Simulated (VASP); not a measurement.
# Ta2N (P-3m1) in VASP: settings compared

The runs below take Ta2N through single point, with LDA, PBEsol.

Everything below comes from runs of VASP 6.6.1. Logs are shortened: lines on timing, memory, paths and dates and some standing lists are left out, and cuts for length are marked.

### Step 1. The cell of the first run

Symmetry: P-3m1, No. 164, trigonal system. The conventional cell has a = 3.071 Å, b = 3.071 Å, c = 4.804 Å, α = 90.00°, β = 90.00°, γ = 120.00°. Ta (site symmetry 3m) has 3 N at 2.15 Å within 2.9 Å. N (site symmetry -3m) has 6 Ta at 2.15 Å within 2.9 Å.

### Step 2. Single point, LDA

INCAR

```
SYSTEM = Ta2N
  ALGO = Normal
  EDIFF = 1E-7
  ENCUT = 520
  GGA = CA
  ISIF = 2
  ISMEAR = -1
  LASPH = .TRUE.
  LCHARG = .FALSE.
  LREAL = .FALSE.
  LWAVE = .FALSE.
  NBANDS = 20
  NELM = 100
  PREC = Accurate
  SIGMA = 0.05
```

KPOINTS

```
k-points
0
G
  10 10 6
  0 0 0
```

POSCAR

```
Ta2N
1.0
    3.0707906527      0.0000000000      0.0000000000
   -1.5353953264      2.6593827149      0.0000000000
    0.0000000000      0.0000000000      4.8040242697
Ta N
2 1
Direct
    0.3333333333      0.6666666667      0.2547110000
    0.6666666667      0.3333333333      0.7452890000
    0.0000000000      0.0000000000      0.0000000000
```

Potentials or basis: VASP PAW LDA potentials, release 64 (Ta_pv, N).

The run is started by

```console
cat potpaw_LDA.64/Ta_pv/POTCAR potpaw_LDA.64/N/POTCAR > POTCAR
mpirun -np 1 vasp_std > vasp.out
```

OUTCAR:

```text
SYSTEM = Ta2N
   EDIFF = 1E-7
   ENCUT = 520
   GGA = CA
   ISIF = 2
   ISMEAR = -1
   LASPH = .TRUE.
   LREAL = .FALSE.
   NELM = 100
   PREC = Accurate

 ion  position               nearest neighbor table
   1  0.333  0.667  0.255-   3 2.15   3 2.15   3 2.15   2 2.95   2 2.95   2 2.95   2 3.02   2 3.02
                             2 3.02
   2  0.667  0.333  0.745-   3 2.15   3 2.15   3 2.15   1 2.95   1 2.95   1 2.95   1 3.02   1 3.02
                             1 3.02
   3  0.000  0.000  0.000-   1 2.15   2 2.15   1 2.15   2 2.15   2 2.15   1 2.15

  LATTYP: Found a hexagonal cell.
 ALAT       =     3.0707906527
 C/A-ratio  =     1.5644258476

  Lattice vectors:

 A1 = (   3.0707906527,   0.0000000000,   0.0000000000)
 A2 = (  -1.5353953264,   2.6593827149,   0.0000000000)
 A3 = (   0.0000000000,   0.0000000000,   4.8040242697)

Analysis of symmetry for initial positions (statically):
=====================================================================
 Subroutine PRICEL returns:
 Original cell was already a primitive cell.

 Routine SETGRP: Setting up the symmetry group for a
 hexagonal supercell.

 Subroutine GETGRP returns: Found 12 space group operations
 (whereof 12 operations were pure point group operations)
 out of a pool of 24 trial point group operations.

The static configuration has the point symmetry D_3d.

Analysis of symmetry for dynamics (positions and initial velocities):
=====================================================================
 Subroutine PRICEL returns:
 Original cell was already a primitive cell.

 Routine SETGRP: Setting up the symmetry group for a
 hexagonal supercell.

 Subroutine GETGRP returns: Found 12 space group operations
 (whereof 12 operations were pure point group operations)
 out of a pool of 24 trial point group operations.

The dynamic configuration has the point symmetry D_3d.

 Subroutine INISYM returns: Found 12 space group operations
 (whereof 12 operations are pure point group operations),
 and found     1 'primitive' translations

----------------------------------------------------------------------------------------

                                     Primitive cell

  volume of cell :      39.2316

  direct lattice vectors                    reciprocal lattice vectors
     3.070790653  0.000000000  0.000000000     0.325649031  0.188013556  0.000000000
    -1.535395326  2.659382715  0.000000000     0.000000000  0.376027111  0.000000000
     0.000000000  0.000000000  4.804024270     0.000000000  0.000000000  0.208158815

  length of vectors
     3.070790653  3.070790653  4.804024270     0.376027111  0.376027111  0.208158815

  position of ions in fractional coordinates (direct lattice)
     0.333333333  0.666666667  0.254711000
     0.666666667  0.333333333  0.745289000
     0.000000000  0.000000000  0.000000000

  ion indices of the primitive-cell ions
   primitive index   ion index
                 1           1
                 2           2
                 3           3

----------------------------------------------------------------------------------------

 KPOINTS: k-points

Automatic generation of k-mesh.
 Grid dimensions read from file:
 generate k-points for:   10   10    6

 Generating k-lattice:

  Cartesian coordinates                     Fractional coordinates (reciprocal lattice)
     0.032564903  0.018801356  0.000000000     0.100000000  0.000000000  0.000000000
     0.000000000  0.037602711  0.000000000     0.000000000  0.100000000  0.000000000
     0.000000000  0.000000000  0.034693136     0.000000000  0.000000000  0.166666667

  Length of vectors
     0.037602711  0.037602711  0.034693136

  Shift w.r.t. Gamma in fractional coordinates (k-lattice)
     0.000000000  0.000000000  0.000000000

 Subroutine IBZKPT returns following result:
 ===========================================

 Found     72 irreducible k-points:

 Following reciprocal coordinates:
            Coordinates               Weight
  0.000000  0.000000  0.000000      1.000000
  0.100000 -0.000000  0.000000      6.000000
  0.200000 -0.000000  0.000000      6.000000
  0.300000 -0.000000  0.000000      6.000000
  0.400000 -0.000000  0.000000      6.000000
  0.500000 -0.000000  0.000000      3.000000
[... 16 lines left out ...]
  0.000000  0.400000  0.166667      6.000000
  0.500000 -0.000000  0.166667      6.000000
 [... further k-points ...]
   k-points           NKPTS =     72   k-points in BZ     NKDIM =     72   number of bands    NBANDS=     20
   number of dos      NEDOS =    301   number of ions     NIONS =      3
   total plane-waves  NPLWV =  20736
   dimension x,y,z NGX =    24 NGY =   24 NGZ =   36
   dimension x,y,z NGXF=    48 NGYF=   48 NGZF=   72
   ions per type =               2   1
   NGX,Y,Z   is equivalent  to a cutoff of  12.99, 12.99, 12.46 a.u.
   NGXF,Y,Z  is equivalent  to a cutoff of  25.99, 25.99, 24.92 a.u.
 SYSTEM =  Ta2N
   PREC   = accura    normal or accurate (medium, high low for compatibility)
   ISTART =      0    job   : 0-new  1-cont  2-samecut
   ICHARG =      2    charge: 1-file 2-atom 10-const
   ISPIN  =      1    spin polarized calculation?
   LNONCOLLINEAR =      F non collinear calculations
   LSORBIT =      F    spin-orbit coupling
   LASPH  =      T    aspherical Exc in radial PAW
   ENCUT  =  520.0 eV  38.22 Ry    6.18 a.u.   5.71  5.71  8.93*2*pi/ulx,y,z
   NELM   =    100;   NELMIN=  2; NELMDL= -5     # of ELM steps
   EDIFF  = 0.1E-06   stopping-criterion for ELM
   LREAL  =      F    real-space projection
   EDIFFG = 0.1E-05   stopping-criterion for IOM
   NSW    =      0    number of steps for IOM
   IBRION =     -1    ionic relax: 0-MD 1-quasi-New 2-CG
   NFREE  =      0    steps in history (QN), initial steepest desc. (CG)
   ISIF   =      2    stress and relaxation
   ISYM   =      2    0-nonsym 1-usesym 2-fastsym
   POTIM  = 0.5000    time-step for ionic-motion
   TEBEG  =    0.0;   TEEND  =   0.0 temperature during run
   PSTRESS=    0.0 pullay stress
   NELECT =      27.0000    total number of electrons
   NUPDOWN=      -1.0000    fix difference up-down
   EMIN   =  10.00;   EMAX   =-10.00  energy-range for DOS
   EFERMI =   0.00;   METHOD = LEGACY
   ISMEAR =    -1;   SIGMA  =   0.05  broadening in eV -4-tet -1-fermi 0-gaus
   EFERMI_NEDOS =   21; number of points for ismear=-14 and -15
   IALGO  =     38    algorithm
   IMIX   =      4    mixing-type and parameters
     AMIX     =   0.40;   BMIX     =  1.00
     AMIX_MAG =   1.60;   BMIX_MAG =  1.00
  volume/ion in A,a.u.               =      13.08        88.25
  Fermi-wavevector in a.u.,A,eV,Ry     =   1.445387  2.731384 28.424506  2.089142
  Thomas-Fermi vector in A             =   2.563574
   LORBIT       =      0    0 simple, 1 ext, 2 COOP (PROOUT), +10 PAW based schemes
   GGA     = CA    functional components
   LHFCALC =     F    Hartree Fock is set to
   AEXX    =    0.0000 exact exchange contribution
   IVDW    =     0    specifies the selected vdW correction
   LEPSILON=     F    determine dielectric tensor
   LRPA    =     F    only Hartree local field effects (RPA)
 non-spin polarized calculation
  energy-cutoff  :      520.00
  volume of cell :       39.23
 maximum number of plane-waves:      1085
 NGX is ok and might be reduce to    24
   NGX = 11   NGY = 11   NGZ = 17

 number of electron      27.0000006 magnetization

 Free energy of the ion-electron system (eV)
  ---------------------------------------------------
  ext. energy  EPLUGINS =         0.00000000
  ---------------------------------------------------
  free energy    TOTEN  =       -37.65359028 eV

  energy without entropy =      -37.64034002  energy(sigma->0) =      -37.64696515

 E-fermi :   7.7008     XC(G=0): -13.2604

 val. band max:        7.6971518473   @ k =   0.0000   0.3000   0.3333
 cond. band min:       7.7027135237   @ k =   0.0000   0.4000   0.3333
 fundamental gap:      0.0055616764
 Fermi energy:         7.7007728907

 k-point     1 :       0.0000    0.0000    0.0000
  band No.  band energies     occupation
      1     -27.7914      2.00000
      2     -26.9372      2.00000
      3     -26.9372      2.00000
      4     -26.7921      2.00000
      5     -26.7921      2.00000
      6     -26.6660      2.00000
[... 12 lines left out ...]
     19       8.9093      0.00000
     20      13.0796      0.00000

 k-point     2 :       0.1000   -0.0000    0.0000
  band No.  band energies     occupation
      1     -27.7569      2.00000
      2     -27.0069      2.00000
      3     -26.9623      2.00000
      4     -26.8615      2.00000
      5     -26.7973      2.00000
      6     -26.6793      2.00000
[... 12 lines left out ...]
     19       9.6748      0.00000
     20      13.0598      0.00000

 k-point     3 :       0.2000   -0.0000    0.0000
  band No.  band energies     occupation
      1     -27.6609      2.00000
      2     -27.1899      2.00000
      3     -27.0335      2.00000
      4     -27.0234      2.00000
      5     -26.8154      2.00000
      6     -26.7212      2.00000
[... 12 lines left out ...]
     19      11.4138      0.00000
     20      12.6631      0.00000

 k-point     4 :       0.3000   -0.0000    0.0000
  band No.  band energies     occupation
      1     -27.5313      2.00000
      2     -27.4076      2.00000
      3     -27.2302      2.00000
      4     -27.0930      2.00000
      5     -26.8427      2.00000
      6     -26.7929      2.00000
[... 12 lines left out ...]
     19      12.1882      0.00000
     20      13.2310      0.00000

 k-point     5 :       0.4000   -0.0000    0.0000
  band No.  band energies     occupation
      1     -27.6080      2.00000
      2     -27.3854      2.00000
      3     -27.3619      2.00000
      4     -27.1464      2.00000
      5     -26.8833      2.00000
      6     -26.8671      2.00000
[... 12 lines left out ...]
     19      12.2121      0.00000
     20      12.8152      0.00000
[... 353 lines left out ...]
      6     -26.8114      2.00000
[... 12 lines left out ...]
     19      11.6441      0.00000
     20      13.5298      0.00000

 k-point    22 :       0.4000   -0.0000    0.1667
  band No.  band energies     occupation
      1     -27.6296      2.00000
      2     -27.4738      2.00000
      3     -27.2693      2.00000
      4     -27.1303      2.00000
      5     -26.8840      2.00000
      6     -26.8627      2.00000
[... 12 lines left out ...]
     19      12.5347      0.00000
     20      12.9199      0.00000

 k-point    23 :       0.0000    0.4000    0.1667
  band No.  band energies     occupation
      1     -27.6789      2.00000
      2     -27.4293      2.00000
      3     -27.2461      2.00000
      4     -27.1261      2.00000
      5     -26.8884      2.00000
      6     -26.8797      2.00000
[... 12 lines left out ...]
     19      12.1211      0.00000
     20      14.1081      0.00000

 k-point    24 :       0.5000   -0.0000    0.1667
  band No.  band energies     occupation
      1     -27.7117      2.00000
      2     -27.4981      2.00000
      3     -27.2143      2.00000
      4     -27.1474      2.00000
      5     -26.9121      2.00000
      6     -26.8966      2.00000
[... 12 lines left out ...]
     19      12.5422      0.00000
     20      13.3897      0.00000

 [... further k-points ...]
[... 5 lines left out ...]
  --------------------------------------------------------------------------------------
  -------------------------------------------------------------------------------------
  Total       -0.4435237     -0.4435237     -0.3515812      0.0000000      0.0000000      0.0000000
  in kB      -18.1130329    -18.1130329    -14.3581976      0.0000000      0.0000000      0.0000000
  external PRESSURE =     -16.8614211 kB  Pullay stress =       0.0000000 kB

 VOLUME and BASIS-vectors are now :
 -----------------------------------------------------------------------------
  energy-cutoff  :      520.00
  volume of cell :       39.23
      direct lattice vectors                 reciprocal lattice vectors
     3.070790653  0.000000000  0.000000000     0.325649031  0.188013556  0.000000000
    -1.535395326  2.659382715  0.000000000     0.000000000  0.376027111  0.000000000
     0.000000000  0.000000000  4.804024270     0.000000000  0.000000000  0.208158815

 POSITION                                       TOTAL-FORCE (eV/Angst)
 -----------------------------------------------------------------------------------
     -0.00000      1.77292      1.22364         0.000000      0.000000     -0.163278
      1.53540      0.88646      3.58039         0.000000     -0.000000      0.163278
      0.00000      0.00000      0.00000        -0.000000      0.000000     -0.000000
 -----------------------------------------------------------------------------------
    total drift:                               -0.000000      0.000000      0.000000

  FREE ENERGIE OF THE ION-ELECTRON SYSTEM (eV)
  ---------------------------------------------------
  free  energy   TOTEN  =       -37.6535902787 eV

  energy  without entropy=      -37.6403400174  energy(sigma->0) =      -37.64696515
```

It took 22 s on 1 thread of Intel Xeon Platinum 8559C (Emerald Rapids), shared host; peak memory 0.17 GiB.

Results:

```
Free energy   : -37.6536 eV
Pressure      : -1.7 GPa
Largest force : 0.163 eV/Å
```

Forces on the atoms (eV/Å):
```
Ta   0.000  0.000 -0.163
Ta   0.000  0.000  0.163
N    0.000  0.000  0.000
```

Caveat: spin-orbit coupling is left out, which moves the levels of the heavy elements.

[end of part 1 of 3]
